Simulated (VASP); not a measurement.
# Ti (P6/mmm) in VASP: settings compared, part 2 of 3

VASP 6.6.1.

## (4) Single point, PBEsol

This run uses another cell than the first one, of 16.47 Å³/atom, 1.071 times its volume.

Input file INCAR:

```
PREC = Accurate
ENCUT = 520
EDIFF = 1E-7
ISMEAR = 0
SIGMA = 0.1
LREAL = F
LASPH = T
NELM = 100
ALGO = Normal
ISIF = 2
LWAVE = F
LCHARG = F
GGA = PS
NBANDS = 25
```

Input file KPOINTS:

```
Automatic mesh
0
Gamma
  8 8 11
```

Input file POSCAR:

```
Ti
1.0
    4.5160766208      0.0000000000      0.0000000000
   -2.2580383104      3.9110370791      0.0000000000
    0.0000000000      0.0000000000      2.7969464082
Ti
3
Direct
    0.0000000000      0.0000000000      0.0000000000
    0.3333333333      0.6666666667      0.5000000000
    0.6666666667      0.3333333333      0.5000000000
```

Potentials or basis: VASP PAW PBE potentials, release 64 (Ti_sv).

Run with:

```console
$ cat potpaw_PBE.64/Ti_sv/POTCAR > POTCAR
$ mpirun -np 1 vasp_std > vasp.out
```

OUTCAR:

```text
PREC = Accurate
   ENCUT = 520
   EDIFF = 1E-7
   ISMEAR = 0
   LREAL = F
   LASPH = T
   NELM = 100
   ISIF = 2
   GGA = PS

 ion  position               nearest neighbor table
   1  0.000  0.000  0.000-
   2  0.333  0.667  0.500-   3 2.61   3 2.61   3 2.61
   3  0.667  0.333  0.500-   2 2.61   2 2.61   2 2.61

  LATTYP: Found a hexagonal cell.
 ALAT       =     4.5160766208
 C/A-ratio  =     0.6193310351

  Lattice vectors:

 A1 = (   4.5160766208,   0.0000000000,   0.0000000000)
 A2 = (  -2.2580383104,   3.9110370791,   0.0000000000)
 A3 = (   0.0000000000,   0.0000000000,   2.7969464082)

Analysis of symmetry for initial positions (statically):
=====================================================================
 Subroutine PRICEL returns:
 Original cell was already a primitive cell.

 Routine SETGRP: Setting up the symmetry group for a
 hexagonal supercell.

 Subroutine GETGRP returns: Found 24 space group operations
 (whereof 24 operations were pure point group operations)
 out of a pool of 24 trial point group operations.
[... 155 lines left out ...]

 number of electron      36.0000008 magnetization

 Free energy of the ion-electron system (eV)
  ---------------------------------------------------
  ext. energy  EPLUGINS =         0.00000000
  ---------------------------------------------------
  free energy    TOTEN  =       -25.06615584 eV

  energy without entropy =      -25.05287617  energy(sigma->0) =      -25.05951600

 E-fermi :   8.6687     XC(G=0): -11.8923

 val. band max:        8.6465921950   @ k =   0.0000   0.0000   0.0000
 cond. band min:       8.6710983288   @ k =   0.3750   0.0000   0.0000
 fundamental gap:      0.0245061338
 Fermi energy:         8.6686777342

 k-point     1 :       0.0000    0.0000    0.0000
  band No.  band energies     occupation
      1     -47.9198      2.00000
      2     -47.6535      2.00000
      3     -47.4643      2.00000
      4     -24.3495      2.00000
      5     -24.3495      2.00000
      6     -24.2591      2.00000
[... 661 lines left out ...]
     24      10.8891      0.00000
     25      11.2768      0.00000

 [... further k-points ...]
[... 5 lines left out ...]
  --------------------------------------------------------------------------------------
  -------------------------------------------------------------------------------------
  Total       -0.0825778     -0.0825778     -0.0693259      0.0000000      0.0000000     -0.0000000
  in kB       -2.6781593     -2.6781593     -2.2483738      0.0000000      0.0000000     -0.0000000
  external PRESSURE =      -2.5348975 kB  Pullay stress =       0.0000000 kB

 VOLUME and BASIS-vectors are now :
 -----------------------------------------------------------------------------
  energy-cutoff  :      520.00
  volume of cell :       49.40
      direct lattice vectors                 reciprocal lattice vectors
     4.516076621  0.000000000  0.000000000     0.221431141  0.127843329  0.000000000
    -2.258038310  3.911037079  0.000000000     0.000000000  0.255686658  0.000000000
     0.000000000  0.000000000  2.796946408     0.000000000  0.000000000  0.357532771

 POSITION                                       TOTAL-FORCE (eV/Angst)
 -----------------------------------------------------------------------------------
      0.00000      0.00000      0.00000         0.000000      0.000000     -0.000000
     -0.00000      2.60736      1.39847         0.000000      0.000000      0.000000
      2.25804      1.30368      1.39847        -0.000000      0.000000     -0.000000
 -----------------------------------------------------------------------------------
    total drift:                                0.000000      0.000000     -0.000000

  FREE ENERGIE OF THE ION-ELECTRON SYSTEM (eV)
  ---------------------------------------------------
  free  energy   TOTEN  =       -25.0661558356 eV

  energy  without entropy=      -25.0528761724  energy(sigma->0) =      -25.05951600
```

OSZICAR:

```text
N       E                     dE             d eps       ncg     rms          rms(c)
DAV:   1     0.431837625910E+03    0.43184E+03   -0.18615E+04  3000   0.181E+03
DAV:   2     0.207003408818E+02   -0.41114E+03   -0.40402E+03  3037   0.519E+02
DAV:   3    -0.248580385235E+02   -0.45558E+02   -0.44542E+02  5575   0.148E+02
DAV:   4    -0.282920913524E+02   -0.34341E+01   -0.34165E+01  4096   0.374E+01
DAV:   5    -0.284558292306E+02   -0.16374E+00   -0.16365E+00  4738   0.692E+00    0.162E+01
DAV:   6    -0.250687158780E+02    0.33871E+01   -0.11871E+01  3802   0.331E+01    0.405E+00
DAV:   7    -0.250330653938E+02    0.35650E-01   -0.13664E+00  4671   0.780E+00    0.245E+00
DAV:   8    -0.250828514360E+02   -0.49786E-01   -0.39694E-01  4043   0.664E+00    0.104E+00
DAV:   9    -0.250745101597E+02    0.83413E-02   -0.13850E-01  4337   0.440E+00    0.791E-01
DAV:  10    -0.250657770871E+02    0.87331E-02   -0.57127E-02  4165   0.222E+00    0.154E-01
DAV:  11    -0.250661581736E+02   -0.38109E-03   -0.35256E-03  3975   0.513E-01    0.115E-01
DAV:  12    -0.250661739786E+02   -0.15805E-04   -0.36956E-04  4491   0.171E-01    0.432E-02
DAV:  13    -0.250661562081E+02    0.17770E-04   -0.93514E-05  3722   0.779E-02    0.107E-02
DAV:  14    -0.250661551685E+02    0.10396E-05   -0.61571E-06  4801   0.231E-02    0.367E-03
DAV:  15    -0.250661556378E+02   -0.46925E-06   -0.39221E-07  3309   0.621E-03    0.249E-03
DAV:  16    -0.250661558111E+02   -0.17335E-06   -0.17634E-07  2451   0.339E-03    0.200E-04
DAV:  17    -0.250661558356E+02   -0.24440E-07   -0.17039E-08  1848   0.103E-03
   1 F= -.25066156E+02 E0= -.25059516E+02  d E =-.132797E-01
```

stdout:

```text
POSCAR found type information on POSCAR Ti
 POSCAR found :  1 types and       3 ions
 scaLAPACK will be used
 -----------------------------------------------------------------------------
|                                                                             |
|                                                                             |
|     You enforced a specific xc type in the INCAR file but a different       |
|     I HOPE YOU KNOW WHAT YOU ARE DOING!                                     |
|                                                                             |
 -----------------------------------------------------------------------------

 LDA part: xc-table for (Slater+PW92), standard interpolation
 POSCAR, INCAR and KPOINTS ok, starting setup
 FFT: planning ... GRIDC
 FFT: planning ... GRID_SOFT
 FFT: planning ... GRID
 WAVECAR not read
 entering main loop
```

Wall time 63 s (1 thread of Intel Xeon 6975P-C, shared host); peak memory 0.21 GiB.

What came out:

- Free energy: -25.0662 eV
- Pressure: -0.3 GPa
- Band gap on the k mesh: zero (band 18 reaches 8.91 eV, above the bottom of band 19 at 8.55 eV)

Caveat: the PAW data sets were made with another functional, which shifts forces and pressure a little.

## (5) Relaxation of cell and atoms, LDA

This run uses another cell than the first one, of 17.23 Å³/atom, 1.121 times its volume.

Input file INCAR:

```
SYSTEM = Ti
PREC = Accurate
ENCUT = 600
EDIFF = 1E-6
ISMEAR = 0
SIGMA = 0.1
LREAL = .FALSE.
LASPH = .TRUE.
NELM = 60
ALGO = Normal
ISIF = 3
LWAVE = .FALSE.
LCHARG = .FALSE.
GGA = CA
IBRION = 2
NSW = 100
EDIFFG = -0.01
```

Input file KPOINTS:

```
regular mesh
0
G
  8 8 11
  0 0 0
```

Input file POSCAR:

```
Ti
1.0
    4.6000000000      0.0000000000      0.0000000000
   -2.3000000000      3.9837170000      0.0000000000
    0.0000000000      0.0000000000      2.8200000000
Ti
3
Direct
    0.0000000000      0.0000000000      0.0000000000
    0.3333333333      0.6666666667      0.5000000000
    0.6666666667      0.3333333333      0.5000000000
```

Potentials or basis: VASP PAW LDA potentials, release 64 (Ti_sv).

Run with:

```console
$ cat potpaw_LDA.64/Ti_sv/POTCAR > POTCAR
$ mpirun -np 1 vasp_std > vasp.out
```

OUTCAR:

```text
SYSTEM = Ti
   PREC = Accurate
   ENCUT = 600
   EDIFF = 1E-6
   ISMEAR = 0
   LREAL = .FALSE.
   LASPH = .TRUE.
   NELM = 60
   ISIF = 3
   GGA = CA
   IBRION = 2
   NSW = 100
   EDIFFG = -0.01

 ion  position               nearest neighbor table
   1  0.000  0.000  0.000-
   2  0.333  0.667  0.500-   3 2.66   3 2.66   3 2.66
   3  0.667  0.333  0.500-   2 2.66   2 2.66   2 2.66

  LATTYP: Found a hexagonal cell.
 ALAT       =     4.6000000000
 C/A-ratio  =     0.6130434783

  Lattice vectors:

 A1 = (   4.6000000000,   0.0000000000,   0.0000000000)
 A2 = (  -2.3000000000,   3.9837170000,   0.0000000000)
 A3 = (   0.0000000000,   0.0000000000,   2.8200000000)

Analysis of symmetry for initial positions (statically):
=====================================================================
 Subroutine PRICEL returns:
 Original cell was already a primitive cell.

 Routine SETGRP: Setting up the symmetry group for a
 hexagonal supercell.

 Subroutine GETGRP returns: Found 24 space group operations
 (whereof 24 operations were pure point group operations)
 out of a pool of 24 trial point group operations.

The static configuration has the point symmetry D_6h.

Analysis of symmetry for dynamics (positions and initial velocities):
=====================================================================
 Subroutine PRICEL returns:
 Original cell was already a primitive cell.

 Routine SETGRP: Setting up the symmetry group for a
 hexagonal supercell.

 Subroutine GETGRP returns: Found 24 space group operations
 (whereof 24 operations were pure point group operations)
 out of a pool of 24 trial point group operations.

The dynamic configuration has the point symmetry D_6h.

 Subroutine INISYM returns: Found 24 space group operations
[... 116 lines left out ...]
   IALGO  =     38    algorithm
   IMIX   =      4    mixing-type and parameters
     AMIX     =   0.40;   BMIX     =  1.00
     AMIX_MAG =   1.60;   BMIX_MAG =  1.00
  volume/ion in A,a.u.               =      17.23       116.24
  Fermi-wavevector in a.u.,A,eV,Ry     =   1.451255  2.742475 28.655806  2.106142
  Thomas-Fermi vector in A             =   2.568774
   LORBIT       =      0    0 simple, 1 ext, 2 COOP (PROOUT), +10 PAW based schemes
   GGA     = CA    functional components
   LHFCALC =     F    Hartree Fock is set to
   AEXX    =    0.0000 exact exchange contribution
   IVDW    =     0    specifies the selected vdW correction
   LEPSILON=     F    determine dielectric tensor
   LRPA    =     F    only Hartree local field effects (RPA)
 conjugate gradient relaxation of ions
 non-spin polarized calculation
 Gauss-broadening in eV      SIGMA  =   0.10
  energy-cutoff  :      600.00
  volume of cell :       51.68
 maximum number of plane-waves:      1757
 NGX is ok and might be reduce to    40
   NGX = 19   NGY = 19   NGZ = 11

--------------------------------------- Ionic step        1  -------------------------------------------

 number of electron      35.9999997 magnetization

 Free energy of the ion-electron system (eV)
  ---------------------------------------------------
  ext. energy  EPLUGINS =         0.00000000
  ---------------------------------------------------
  free energy    TOTEN  =       -25.59643184 eV

  energy without entropy =      -25.58267212  energy(sigma->0) =      -25.58955198

------------------------ aborting loop because EDIFF is reached ----------------------------------------

  FORCE on cell =-STRESS in cart. coord.  units (eV):
  Direction    XX          YY          ZZ          XY          YZ          ZX
  --------------------------------------------------------------------------------------
  -------------------------------------------------------------------------------------
  Total       -3.1462655     -3.1462658     -2.5338781      0.0000000      0.0000000     -0.0000000
  in kB      -97.5462410    -97.5462480    -78.5598930      0.0000000      0.0000000     -0.0000000
  external PRESSURE =     -91.2174607 kB  Pullay stress =       0.0000000 kB
[... 283 lines left out ...]
--------------------------------------- Ionic step        9  -------------------------------------------

 number of electron      36.0000002 magnetization

 Free energy of the ion-electron system (eV)
  ---------------------------------------------------
  ext. energy  EPLUGINS =         0.00000000
  ---------------------------------------------------
  free energy    TOTEN  =       -25.72814065 eV

  energy without entropy =      -25.71418219  energy(sigma->0) =      -25.72116142

 E-fermi :   8.9994     XC(G=0): -12.2370

 val. band max:        8.9938769677   @ k =   0.0000   0.0000   0.0000
 cond. band min:       9.0002881375   @ k =   0.2500   0.2500   0.3636
 fundamental gap:      0.0064111698
 Fermi energy:         8.9993795619

 k-point     1 :       0.0000    0.0000    0.0000
  band No.  band energies     occupation
      1     -47.0591      2.00000
      2     -46.7899      2.00000
      3     -46.5690      2.00000
      4     -23.7903      2.00000
      5     -23.7903      2.00000
      6     -23.7311      2.00000
[... 589 lines left out ...]
     21       9.8306      0.00000
     22      10.1028      0.00000

 [... further k-points ...]
[... 5 lines left out ...]
  --------------------------------------------------------------------------------------
  -------------------------------------------------------------------------------------
  Total       -0.0070819     -0.0070819     -0.0146485      0.0000000      0.0000000     -0.0000000
  in kB       -0.2390031     -0.2390031     -0.4943635      0.0000000      0.0000000     -0.0000000
  external PRESSURE =      -0.3241232 kB  Pullay stress =       0.0000000 kB
[... 18 lines left out ...]
  FREE ENERGIE OF THE ION-ELECTRON SYSTEM (eV)
  ---------------------------------------------------
  free  energy   TOTEN  =       -25.7281406548 eV

  energy  without entropy=      -25.7141821872  energy(sigma->0) =      -25.72116142

 reached required accuracy - stopping structural energy minimisation
```

Run time: 6.3 min. Hardware: 1 thread of Intel Xeon 6975P-C, shared host; peak memory 0.21 GiB.

Results:

```
Free energy                            : -25.7281 eV
Relaxed volume                         : 15.82 Å³/atom
Relaxed cell                           : a = 4.451 Å, b = 4.451 Å, c = 2.767 Å, α = 90.00°, β = 90.00°, γ = 120.00°
Space group after relaxing (to 0.05 Å) : P6/mmm (No. 191)
Energy gained by relaxing              : 43.9 meV/atom
Ionic steps                            : 9
Pressure after relaxing                : 0.0 GPa
Band gap on the k mesh                 : zero (band 18 reaches 9.25 eV, above the bottom of band 19 at 8.85 eV)
```

Step by step:
| step | energy change (eV) | largest force (eV/Å) | pressure (GPa) | volume (Å³) |
| --- | --- | --- | --- | --- |
| 1 | 0.0000 | 0.0000 | -9.12 | 51.68 |
| 2 | -0.0596 | 0.0000 | 8.60 | 44.68 |
| 3 | -0.1305 | 0.0000 | 0.03 | 47.47 |
| 4 | -0.1304 | 0.0000 | 0.24 | 47.39 |
| 5 | -0.1316 | 0.0000 | 0.21 | 47.40 |
| 6 | -0.1317 | 0.0000 | 0.20 | 47.40 |
| 7 | -0.1317 | 0.0000 | 0.20 | 47.40 |
| 8 | -0.1317 | 0.0000 | -0.13 | 47.53 |
| 9 | -0.1317 | 0.0000 | -0.03 | 47.47 |

Final structure:
```xyz
3
Lattice="4.4507 0.0000 0.0000 -2.2254 3.8545 0.0000 0.0000 0.0000 2.7673" Properties=species:S:1:pos:R:3 pbc="T T T"
Ti    0.0000    0.0000    0.0000
Ti    0.0000    2.5696    1.3837
Ti    2.2254    1.2848    1.3837
```

## (6) Relaxation of cell and atoms, BLYP+D3(BJ)

This run uses another cell than the first one, of 17.23 Å³/atom, 1.121 times its volume.

Changes to INCAR since step 5:

```diff
@@ -8,3 +8,3 @@
 LASPH = .TRUE.
-NELM = 60
+NELM = 100
 ALGO = Normal
@@ -13,3 +13,12 @@
 LCHARG = .FALSE.
-GGA = CA
+GGA = B5
+ALDAX = 1.0
+AGGAX = 1.0
+AGGAC = 1.0
+ALDAC = 0.0
+IVDW = 12
+VDW_S6 = 1.0
+VDW_S8 = 2.6996
+VDW_A1 = 0.4298
+VDW_A2 = 4.2359
 IBRION = 2
```

Input file KPOINTS:

```
Automatic mesh
0
G
  8 8 11
  0 0 0
```

POSCAR is that of step 5.

Potentials or basis: VASP PAW PBE potentials, release 64 (Ti_sv).

Run with:

```console
$ cat potpaw_PBE.64/Ti_sv/POTCAR > POTCAR
$ mpirun -np 1 vasp_std > vasp.out
```

Run time: 10 min. Hardware: 1 thread of Intel Xeon 6975P-C, shared host; peak memory 0.25 GiB.

It converged, with:

```yaml
Free_energy: -24.8452 eV
Relaxed_volume: 15.35 Å³/atom
Relaxed_cell: a = 4.405 Å, b = 4.405 Å, c = 2.740 Å, α = 90.00°, β = 90.00°, γ = 120.00°
Space_group_after_relaxing_to_0.05_Å: P6/mmm (No. 191)
Energy_gained_by_relaxing: 77.6 meV/atom
Ionic_steps: 10
Pressure_after_relaxing: -0.1 GPa
Band_gap_on_the_k_mesh: zero (band 18 reaches 10.30 eV, above the bottom of band 19 at 9.90 eV)
Dispersion_energy_per_atom: -1.619 eV
```

Step by step:
```csv
step,energy change (eV),largest force (eV/Å),pressure (GPa),volume (Å³)
1,0.0000,0.0000,-11.97,51.68
2,-0.1177,0.0000,11.42,42.63
3,-0.2315,0.0000,-0.08,46.07
4,-0.2314,0.0000,0.24,45.97
5,-0.2328,0.0000,0.21,45.97
6,-0.2328,0.0000,0.21,45.97
7,-0.2328,0.0000,0.20,45.97
8,-0.2328,0.0000,0.21,45.97
9,-0.2328,0.0000,-0.13,46.09
10,-0.2328,0.0000,-0.05,46.05
```

Final structure:
```
CELL_PARAMETERS angstrom
4.40550 0.00000 0.00000
-2.20275 3.81527 0.00000
0.00000 0.00000 2.73985
ATOMIC_POSITIONS crystal
Ti 0.00000 0.00000 0.00000
Ti 0.33333 0.66667 0.50000
Ti 0.66667 0.33333 0.50000
```

Levels at points of the mesh, in eV from the Fermi level:
| k point | band 16 | band 17 | band 18 | band 19 | band 20 | band 21 |
| --- | --- | --- | --- | --- | --- | --- |
| (0.00, 0.00, 0.00) | -0.68 | -0.58 | -0.58 | 0.01 | 0.71 | 1.35 |
| (0.50, 0.00, 0.00) | -0.55 | -0.53 | -0.46 | -0.02 | 0.59 | 1.00 |

Caveat: the PAW data sets were made with another functional, which shifts forces and pressure a little; the volume moved by -11 % from the deposited cell, more than functionals usually miss; pairwise dispersion overbinds metals, which lowers pressure and volume.

[end of part 2 of 3]
